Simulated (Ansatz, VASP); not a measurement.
# Si: VASP beside Ansatz

```xyz
2
Lattice="-2.2960 2.4159 1.2750 2.2960 -2.4159 1.2750 2.2960 2.4159 -1.2750" Properties=species:S:1:pos:R:3 pbc="T T T"
Si    0.0000    1.2079    1.4204
Si    2.2960    1.2079   -0.1453
```

Change from the starting cell: equal xx and yy strain of +2 %, crystal datasets.

Alike in both runs: task electric field gradients; functional PBE; k mesh 16 × 16 × 16; occupations fermi-dirac, width 0.05 eV; no spin polarisation.

```csv
,VASP,Ansatz
version,VASP 6.6.1,Ansatz 0.2.0
potentials or method,"VASP PAW PBE potentials, release 64 (Si), cutoff 520 eV","all-electron PAW with datasets made for the crystal, scalar-relativistic"
```

VASP gave:

| Property | Result |
| --- | --- |
| pressure (GPa) | 9.2 |
| traceless stress, the component that is largest in VASP (GPa) | 1.07 |
| rms of the force components (eV/Å) | 0.017 |
| size of Vzz on the site where it differs most (V/Å²) | 23.0 |

Question: Which values does Ansatz return?

Answer: Pressure (GPa): 9.3; traceless stress, the component that is largest in VASP (GPa): 1.06; rms of the force components (eV/Å): 0.016; size of Vzz on the site where it differs most (V/Å²): 23.0.

Atom by atom the forces differ by 0.002 eV/Å (rms over components). Ansatz ran all-electron here, and VASP with PAW potentials.
